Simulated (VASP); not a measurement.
# SnSe (Fm-3m) in VASP: further runs

Aim: see how the results for SnSe move with the level of theory and the settings. Levels: PBE, RPBE, LDA, RPBE+D4, PBE+D4. Tasks: single point, relaxation of cell and atoms.

All numbers are computed with VASP 6.6.1; they aren't measurements. Logs are shortened: lines on timing, memory, paths and dates and some standing lists are left out, and cuts for length are marked.

**1. The cell of the first run**

It takes space group Fm-3m (No. 225, cubic). The conventional cell has a = 6.020 Å, b = 6.020 Å, c = 6.020 Å, α = 90.00°, β = 90.00°, γ = 90.00°. Within 4.0 Å of Sn (site symmetry m-3m) lie 6 Se at 3.01 Å. Within 4.0 Å of Se (site symmetry m-3m) lie 6 Sn at 3.01 Å.

**2. Single point, PBE**

Contents of INCAR:

```
SYSTEM = SnSe
PREC = Accurate
ENCUT = 520
EDIFF = 1E-7
ISMEAR = 0
SIGMA = 0.016
LREAL = .False.
LASPH = .True.
NELM = 100
ALGO = Normal
ISIF = 2
LWAVE = .False.
LCHARG = .False.
GGA = PE
NBANDS = 17
```

Contents of KPOINTS:

```
regular mesh
0
Gamma
  8 8 8
  0 0 0
```

Contents of POSCAR:

```
SnSe
1.0
    0.0000000000      3.0100000000      3.0100000000
    3.0100000000      0.0000000000      3.0100000000
    3.0100000000      3.0100000000      0.0000000000
Sn Se
1 1
Direct
    0.0000000000      0.0000000000      0.0000000000
    0.5000000000      0.5000000000      0.5000000000
```

Potentials or basis: VASP PAW PBE potentials, release 64 (Sn_d, Se).

The run is started by

```bash
$ cat potpaw_PBE.64/Sn_d/POTCAR potpaw_PBE.64/Se/POTCAR > POTCAR
$ mpirun -np 1 vasp_std > vasp.out
```

OUTCAR:

```text
SYSTEM = SnSe
   PREC = Accurate
   ENCUT = 520
   EDIFF = 1E-7
   ISMEAR = 0
   LREAL = .False.
   LASPH = .True.
   NELM = 100
   ISIF = 2
   GGA = PE

 ion  position               nearest neighbor table
   1  0.000  0.000  0.000-   2 3.01   2 3.01   2 3.01   2 3.01   2 3.01   2 3.01
   2  0.500  0.500  0.500-   1 3.01   1 3.01   1 3.01   1 3.01   1 3.01   1 3.01

  LATTYP: Found a face centered cubic cell.
 ALAT       =     6.0200000000

  Lattice vectors:

 A1 = (   0.0000000000,   3.0100000000,   3.0100000000)
 A2 = (   3.0100000000,   0.0000000000,   3.0100000000)
 A3 = (   3.0100000000,   3.0100000000,   0.0000000000)

Analysis of symmetry for initial positions (statically):
=====================================================================
 Subroutine PRICEL returns:
 Original cell was already a primitive cell.

 Routine SETGRP: Setting up the symmetry group for a
 face centered cubic supercell.

 Subroutine GETGRP returns: Found 48 space group operations
[... 9 lines left out ...]

 Routine SETGRP: Setting up the symmetry group for a
 face centered cubic supercell.

 Subroutine GETGRP returns: Found 48 space group operations
[... 11 lines left out ...]
                                     Primitive cell

  volume of cell :      54.5418

  direct lattice vectors                    reciprocal lattice vectors
     0.000000000  3.010000000  3.010000000    -0.166112957  0.166112957  0.166112957
     3.010000000  0.000000000  3.010000000     0.166112957 -0.166112957  0.166112957
     3.010000000  3.010000000  0.000000000     0.166112957  0.166112957 -0.166112957

  length of vectors
     4.256782823  4.256782823  4.256782823     0.287716081  0.287716081  0.287716081

  position of ions in fractional coordinates (direct lattice)
     0.000000000  0.000000000  0.000000000
     0.500000000  0.500000000  0.500000000

  ion indices of the primitive-cell ions
   primitive index   ion index
                 1           1
                 2           2

----------------------------------------------------------------------------------------

 KPOINTS: regular mesh

Automatic generation of k-mesh.
 Grid dimensions read from file:
 generate k-points for:    8    8    8

 Generating k-lattice:

  Cartesian coordinates                     Fractional coordinates (reciprocal lattice)
    -0.020764120  0.020764120  0.020764120     0.125000000  0.000000000  0.000000000
     0.020764120 -0.020764120  0.020764120     0.000000000  0.125000000  0.000000000
     0.020764120  0.020764120 -0.020764120     0.000000000  0.000000000  0.125000000

  Length of vectors
     0.035964510  0.035964510  0.035964510

  Shift w.r.t. Gamma in fractional coordinates (k-lattice)
     0.000000000  0.000000000  0.000000000

 Subroutine IBZKPT returns following result:
 ===========================================

 Found     29 irreducible k-points:

 Following reciprocal coordinates:
            Coordinates               Weight
  0.000000  0.000000  0.000000      1.000000
  0.125000  0.000000  0.000000      8.000000
  0.250000  0.000000  0.000000      8.000000
  0.375000  0.000000  0.000000      8.000000
  0.500000  0.000000  0.000000      4.000000
  0.125000  0.125000  0.000000      6.000000
[... 16 lines left out ...]
  0.500000  0.250000  0.125000     48.000000
 -0.375000  0.250000  0.125000     24.000000
 [... further k-points ...]
   k-points           NKPTS =     29   k-points in BZ     NKDIM =     29   number of bands    NBANDS=     17
   number of dos      NEDOS =    301   number of ions     NIONS =      2
   total plane-waves  NPLWV =  32768
   dimension x,y,z NGX =    32 NGY =   32 NGZ =   32
   dimension x,y,z NGXF=    64 NGYF=   64 NGZF=   64
   ions per type =               1   1
   NGX,Y,Z   is equivalent  to a cutoff of  12.50, 12.50, 12.50 a.u.
   NGXF,Y,Z  is equivalent  to a cutoff of  24.99, 24.99, 24.99 a.u.
 SYSTEM =  SnSe
   PREC   = accura    normal or accurate (medium, high low for compatibility)
   ISTART =      0    job   : 0-new  1-cont  2-samecut
   ICHARG =      2    charge: 1-file 2-atom 10-const
   ISPIN  =      1    spin polarized calculation?
   LNONCOLLINEAR =      F non collinear calculations
   LSORBIT =      F    spin-orbit coupling
   LASPH  =      T    aspherical Exc in radial PAW
   ENCUT  =  520.0 eV  38.22 Ry    6.18 a.u.   7.91  7.91  7.91*2*pi/ulx,y,z
   NELM   =    100;   NELMIN=  2; NELMDL= -5     # of ELM steps
   EDIFF  = 0.1E-06   stopping-criterion for ELM
   LREAL  =      F    real-space projection
   EDIFFG = 0.1E-05   stopping-criterion for IOM
   NSW    =      0    number of steps for IOM
   IBRION =     -1    ionic relax: 0-MD 1-quasi-New 2-CG
   NFREE  =      0    steps in history (QN), initial steepest desc. (CG)
   ISIF   =      2    stress and relaxation
   ISYM   =      2    0-nonsym 1-usesym 2-fastsym
   POTIM  = 0.5000    time-step for ionic-motion
   TEBEG  =    0.0;   TEEND  =   0.0 temperature during run
   PSTRESS=    0.0 pullay stress
   NELECT =      20.0000    total number of electrons
   NUPDOWN=      -1.0000    fix difference up-down
   EMIN   =  10.00;   EMAX   =-10.00  energy-range for DOS
   EFERMI =   0.00;   METHOD = LEGACY
   ISMEAR =     0;   SIGMA  =   0.02  broadening in eV -4-tet -1-fermi 0-gaus
   EFERMI_NEDOS =   21; number of points for ismear=-14 and -15
   IALGO  =     38    algorithm
   IMIX   =      4    mixing-type and parameters
     AMIX     =   0.40;   BMIX     =  1.00
     AMIX_MAG =   1.60;   BMIX_MAG =  1.00
  volume/ion in A,a.u.               =      27.27       184.03
  Fermi-wavevector in a.u.,A,eV,Ry     =   1.171768  2.214321 18.681350  1.373040
  Thomas-Fermi vector in A             =   2.308207
   LORBIT       =      0    0 simple, 1 ext, 2 COOP (PROOUT), +10 PAW based schemes
   GGA     = PE    functional components
   LHFCALC =     F    Hartree Fock is set to
   AEXX    =    0.0000 exact exchange contribution
   IVDW    =     0    specifies the selected vdW correction
   LEPSILON=     F    determine dielectric tensor
   LRPA    =     F    only Hartree local field effects (RPA)
 non-spin polarized calculation
 Gauss-broadening in eV      SIGMA  =   0.02
  energy-cutoff  :      520.00
  volume of cell :       54.54
 maximum number of plane-waves:      1480
   NGX = 15   NGY = 15   NGZ = 15

 number of electron      20.0000005 magnetization

 Free energy of the ion-electron system (eV)
  ---------------------------------------------------
  ext. energy  EPLUGINS =         0.00000000
  ---------------------------------------------------
  free energy    TOTEN  =        -8.21894575 eV

  energy without entropy =       -8.21894575  energy(sigma->0) =       -8.21894575

 E-fermi :   5.7192     XC(G=0):  -9.5995

 val. band max:        5.5841218464   @ k =   0.5000   0.0000   0.0000
 cond. band min:       6.1660843518   @ k =   0.5000   0.0000   0.0000
 fundamental gap:      0.5819625054
 Fermi energy:         5.7191924317

 k-point     1 :       0.0000    0.0000    0.0000
  band No.  band energies     occupation
      1     -16.0187      2.00000
      2     -16.0187      2.00000
      3     -16.0187      2.00000
      4     -16.0165      2.00000
      5     -16.0165      2.00000
      6      -8.2796      2.00000
[... 9 lines left out ...]
     16      11.4535      0.00000
     17      13.7426      0.00000

 k-point     2 :       0.1250    0.0000    0.0000
  band No.  band energies     occupation
      1     -16.0184      2.00000
      2     -16.0184      2.00000
      3     -16.0183      2.00000
      4     -16.0160      2.00000
      5     -16.0160      2.00000
      6      -8.1705      2.00000
[... 9 lines left out ...]
     16      11.8227      0.00000
     17      14.7669      0.00000

 k-point     3 :       0.2500    0.0000    0.0000
  band No.  band energies     occupation
      1     -16.0209      2.00000
      2     -16.0209      2.00000
      3     -16.0174      2.00000
      4     -16.0118      2.00000
      5     -16.0118      2.00000
      6      -7.8769      2.00000
[... 9 lines left out ...]
     16      12.7814      0.00000
     17      16.9190      0.00000

 k-point     4 :       0.3750    0.0000    0.0000
  band No.  band energies     occupation
      1     -16.0237      2.00000
      2     -16.0237      2.00000
      3     -16.0166      2.00000
      4     -16.0073      2.00000
      5     -16.0072      2.00000
      6      -7.5223      2.00000
[... 9 lines left out ...]
     16      14.2552      0.00000
     17      17.0150      0.00000

 k-point     5 :       0.5000    0.0000    0.0000
  band No.  band energies     occupation
      1     -16.0249      2.00000
      2     -16.0249      2.00000
      3     -16.0162      2.00000
      4     -16.0054      2.00000
      5     -16.0053      2.00000
      6      -7.3484      2.00000
[... 9 lines left out ...]
     16      15.7924      0.00000
     17      15.7924      0.00000

 k-point     6 :       0.1250    0.1250    0.0000
  band No.  band energies     occupation
      1     -16.0196      2.00000
      2     -16.0194      2.00000
      3     -16.0162      2.00000
      4     -16.0162      2.00000
      5     -16.0154      2.00000
      6      -8.1341      2.00000
[... 9 lines left out ...]
     16      12.4880      0.00000
     17      13.9440      0.00000
[... 281 lines left out ...]
 k-point    21 :       0.5000    0.5000    0.0000
  band No.  band energies     occupation
      1     -16.0447      2.00000
      2     -16.0252      2.00000
      3     -16.0089      2.00000
      4     -16.0012      2.00000
      5     -16.0012      2.00000
      6      -7.0721      2.00000
[... 9 lines left out ...]
     16      17.2121      0.00000
     17      18.2039      0.00000

 k-point    22 :       0.3750    0.2500    0.1250
  band No.  band energies     occupation
      1     -16.0264      2.00000
      2     -16.0192      2.00000
      3     -16.0173      2.00000
      4     -16.0103      2.00000
      5     -16.0081      2.00000
      6      -7.6432      2.00000
[... 9 lines left out ...]
     16      15.0118      0.00000
     17      15.1746      0.00000

 k-point    23 :       0.5000    0.2500    0.1250
  band No.  band energies     occupation
      1     -16.0290      2.00000
      2     -16.0191      2.00000
      3     -16.0163      2.00000
      4     -16.0085      2.00000
      5     -16.0060      2.00000
      6      -7.3433      2.00000
[... 9 lines left out ...]
     16      15.2731      0.00000
     17      16.6692      0.00000

 k-point    24 :      -0.3750    0.2500    0.1250
  band No.  band energies     occupation
      1     -16.0299      2.00000
      2     -16.0201      2.00000
      3     -16.0135      2.00000
      4     -16.0098      2.00000
      5     -16.0046      2.00000
      6      -7.2022      2.00000
[... 9 lines left out ...]
     16      16.3817      0.00000
     17      16.4646      0.00000

 [... further k-points ...]
[... 5 lines left out ...]
  --------------------------------------------------------------------------------------
  -------------------------------------------------------------------------------------
  Total        0.3138343      0.3138343      0.3138343      0.0000000     -0.0000000      0.0000000
  in kB        9.2189517      9.2189517      9.2189517      0.0000000     -0.0000000      0.0000000
  external PRESSURE =       9.2189517 kB  Pullay stress =       0.0000000 kB

 VOLUME and BASIS-vectors are now :
 -----------------------------------------------------------------------------
  energy-cutoff  :      520.00
  volume of cell :       54.54
      direct lattice vectors                 reciprocal lattice vectors
     0.000000000  3.010000000  3.010000000    -0.166112957  0.166112957  0.166112957
     3.010000000  0.000000000  3.010000000     0.166112957 -0.166112957  0.166112957
     3.010000000  3.010000000  0.000000000     0.166112957  0.166112957 -0.166112957

 POSITION                                       TOTAL-FORCE (eV/Angst)
 -----------------------------------------------------------------------------------
      0.00000      0.00000      0.00000         0.000000      0.000000      0.000000
      3.01000      3.01000      3.01000        -0.000000     -0.000000     -0.000000
 -----------------------------------------------------------------------------------
    total drift:                                0.000000     -0.000000     -0.000000

  FREE ENERGIE OF THE ION-ELECTRON SYSTEM (eV)
  ---------------------------------------------------
  free  energy   TOTEN  =        -8.2189457525 eV

  energy  without entropy=       -8.2189457525  energy(sigma->0) =       -8.21894575
```

It took 13 s on 1 thread of Intel Xeon Platinum 8488C (Sapphire Rapids), shared host; peak memory 0.18 GiB.

Results:

```yaml
Free_energy: -8.2189 eV
Pressure: 0.9 GPa
Band_gap_on_the_k_mesh: 0.58 eV, direct
```

Levels at points of the mesh, in eV from the valence-band top:
| k point | band 7 | band 8 | band 9 | band 10 | band 11 | band 12 | band 13 | band 14 |
| --- | --- | --- | --- | --- | --- | --- | --- | --- |
| (0.00, 0.00, 0.00) | -5.06 | -2.19 | -2.19 | -2.19 | 4.32 | 4.32 | 4.32 | 5.87 |
| (0.50, 0.00, 0.00) | -8.04 | -1.94 | -1.94 | 0.00 | 0.58 | 1.25 | 1.25 | 8.25 |
| (0.50, 0.50, 0.00) | -6.00 | -5.46 | -3.63 | -3.63 | 3.03 | 5.35 | 5.35 | 5.97 |

Caveat: spin-orbit coupling is left out, which moves the levels of the heavy elements. A k mesh can miss the band edges.

(Continued in part 2 of 2.)
